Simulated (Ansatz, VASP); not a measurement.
Ga in VASP and in Ansatz

```xyz
1
Lattice="15.0000 0.0000 0.0000 0.0000 15.5000 0.0000 0.0000 0.0000 16.0000" Properties=species:S:1:pos:R:3 pbc="T T T"
Ga    7.5000    7.7500    8.0000
```

Alike in both runs: task single point; functional PBE; dispersion D3(BJ); k mesh 1 × 1 × 1; occupations gaussian, width 0.005 eV; collinear spin.

```csv
,VASP,Ansatz
version,VASP 6.6.1,Ansatz 0.2.0
potentials or method,"VASP PAW PBE potentials, release 64 (Ga_d), cutoff 520 eV","scalar-relativistic, plane waves, PAW"
valence electrons in the cell,13,13
```

Ansatz gave:

- gap on the k mesh at the Fermi level (eV): 0.26
- net moment per atom (μB): 1.00
- size of the moment on the site where the two differ most (μB): 1.00

Task: Estimate VASP's values.

Result: gap on the k mesh at the Fermi level (eV): 0.26; net moment per atom (μB): 1.00; size of the moment on the site where the two differ most (μB): 0.27.

Site moments also hang on the region over which each program counts them.
